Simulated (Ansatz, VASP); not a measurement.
**ZnS: VASP beside Ansatz**

```
Zn S
1.0
     0.00000    2.72182    2.72182
     2.72182    0.00000    2.72182
     2.72182    2.72182    0.00000
Zn S
1 1
Direct
  0.00000 0.00000 0.00000
  0.25000 0.25000 0.25000
```

Alike in both runs: functional PBE; k mesh 10 × 10 × 10; occupations gaussian, width 0.02 eV; no spin polarisation.

Ansatz relaxed the structure, and its values are those at the end. VASP's run is a single point on that final structure, the one shown.

|  | VASP | Ansatz |
| --- | --- | --- |
| version | VASP 6.6.1 | Ansatz 0.2.0 |
| potentials or method | VASP PAW PBE potentials, release 64 (Zn, S), cutoff 500 eV | scalar-relativistic, plane waves, PAW |
| valence electrons in the cell | 18 | 18 |

Ansatz gave:

| Quantity | Value |
| --- | --- |
| gap on the k mesh at the Fermi level (eV) | 2.01 |
| least direct gap on the mesh (eV) | 2.01 |
| pressure (GPa) | 0.0 |

Problem. Estimate VASP's values.

Solution. gap on the k mesh at the Fermi level (eV): 2.02; least direct gap on the mesh (eV): 2.02; pressure (GPa): 0.1.
